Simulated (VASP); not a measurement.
YInC6N6, 14 atoms in the cell. Symmetry: Fm-3m, No. 225, cubic system. The conventional cell has a = 10.747 Å, b = 10.747 Å, c = 10.747 Å, α = 90.00°, β = 90.00°, γ = 90.00°. Y (site symmetry m-3m) has 6 C at 2.11 Å within 2.8 Å. In (site symmetry m-3m) has 6 N at 2.10 Å within 2.8 Å. C (site symmetry 4mm) has 1 N at 1.17 Å within 1.6 Å. Within 1.6 Å of N (site symmetry 4mm) lie 1 C at 1.17 Å. 

| Quantity | Value |
| --- | --- |
| Program | VASP 6.6.1 |
| Task | single point |
| Functional | PBE |
| Potentials or basis | VASP PAW PBE potentials, release 64 (Y_sv, In_d, C, N) |
| Cutoff | 520 eV |
| k mesh | 4 × 4 × 4 |
| Occupations | gaussian, width 0.1 eV |
| Spin | no spin polarisation |
| Dipole correction | no |
| Further INCAR settings | ALGO = Normal; EDIFF = 1e-06; NBANDS = 52 |

Potentials or basis: VASP PAW PBE potentials, release 64 (Y_sv, In_d, C, N).

Run with:

```bash
$ cat potpaw_PBE.64/Y_sv/POTCAR potpaw_PBE.64/In_d/POTCAR potpaw_PBE.64/C/POTCAR potpaw_PBE.64/N/POTCAR > POTCAR
$ mpirun -np 1 vasp_std > vasp.out
```

Hardware: 1 thread of Intel(R) Xeon(R) 6975P-C (Granite Rapids), with other jobs on the host.

Problem. Estimate the wall time of this run.

Solution. Run time: 2.1 min on 1 thread of Intel(R) Xeon(R) 6975P-C (Granite Rapids) (shared host), peak memory 0.58 GiB. Counts: scf iterations 17, k points 8.
